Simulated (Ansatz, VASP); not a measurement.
# BaTiO3: VASP beside Ansatz

```
Ba Ti O
1.0
     2.86037    1.65144    2.34605
    -2.86037    1.65144    2.34605
     0.00000   -3.30287    2.34605
Ba Ti O
1 1 3
Direct
  0.00268 0.00268 0.00268
  0.50369 0.50369 0.50369
  0.50144 0.50144 0.00067
  0.50144 0.00067 0.50144
  0.00067 0.50144 0.50144
```

Change from the starting cell: polar distortion scaled by 0.10 at the polar cell.

Alike in both runs: task single point; functional PBE; k mesh 6 × 6 × 6; no spin polarisation; Hubbard terms Ti d U = 4.0 eV.

|  | VASP | Ansatz |
| --- | --- | --- |
| version | VASP 6.6.1 | Ansatz 0.2.0 |
| potentials or method | VASP PAW PBE potentials, release 64 (Ba_sv, Ti_sv, O), cutoff 520 eV | scalar-relativistic, plane waves, PAW |
| occupations | gaussian, width 0.01 eV | fixed |
| valence electrons in the cell | 40 | 40 |

Ansatz gave:

- gap on the k mesh at the Fermi level (eV): 2.16
- least direct gap on the mesh (eV): 2.35
- pressure (GPa): -2.6
- traceless stress, the component that is largest in VASP (GPa): -0.69
- rms of the force components (eV/Å): 0.019

Question: Which values does VASP return?

Answer: gap on the k mesh at the Fermi level (eV): 2.13; least direct gap on the mesh (eV): 2.34; pressure (GPa): 0.7; traceless stress, the component that is largest in VASP (GPa): -0.71; rms of the force components (eV/Å): 0.005.

The programs project onto different local orbitals, so the same U acts differently, and such runs can settle in different states. Atom by atom the forces differ by 0.024 eV/Å (rms over components).

Spin-orbit coupling is off throughout.
